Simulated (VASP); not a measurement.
Set up this calculation in VASP 6.6.1, as the native input.

```yaml
Task: single point
Functional: LDA
Potentials_or_basis: VASP PAW LDA potentials, release 64 (Mo_sv, Rh_pv)
Cutoff: 520 eV
k_mesh: 9 × 9 × 5
Occupations: fermi-dirac, width 0.15 eV
Spin: no spin polarisation
Dipole_correction: no
Further_INCAR_settings: ALGO = Normal; EDIFF = 1e-06; NBANDS = 22
```

The structure of MoRh lies in POSCAR:

```
MoRh
1.0
    2.6989608869      0.0000000000      0.0000000000
   -1.3494799607      2.3373686990      0.0000000000
    0.0000000000      0.0000000000      4.2842307341
Mo Rh
1 1
Direct
    0.0000000000      0.0000000000      0.5000000000
    0.3333333333      0.6666666667      0.0000000000
```

These files were run (other wordings do the same):

INCAR

```
PREC = Accurate ; ENCUT = 520
EDIFF = 1E-6 ; ISMEAR = -1
SIGMA = 0.15 ; LREAL = False
LASPH = True ; NELM = 100
ALGO = Normal ; ISIF = 2
LWAVE = False ; LCHARG = False
GGA = CA ; NBANDS = 22
```

KPOINTS

```
Automatic mesh
0
Gamma
  9 9 5
```

Potentials or basis: VASP PAW LDA potentials, release 64 (Mo_sv, Rh_pv).

Launch:

```console
$ cat potpaw_LDA.64/Mo_sv/POTCAR potpaw_LDA.64/Rh_pv/POTCAR > POTCAR
$ mpirun -np 1 vasp_std > vasp.out
```

It gave:

```
Pressure : 13.9 GPa
```

Run time: 26 s on 1 thread of Intel Xeon 8259CL, with other jobs on the host, peak memory 0.14 GiB.
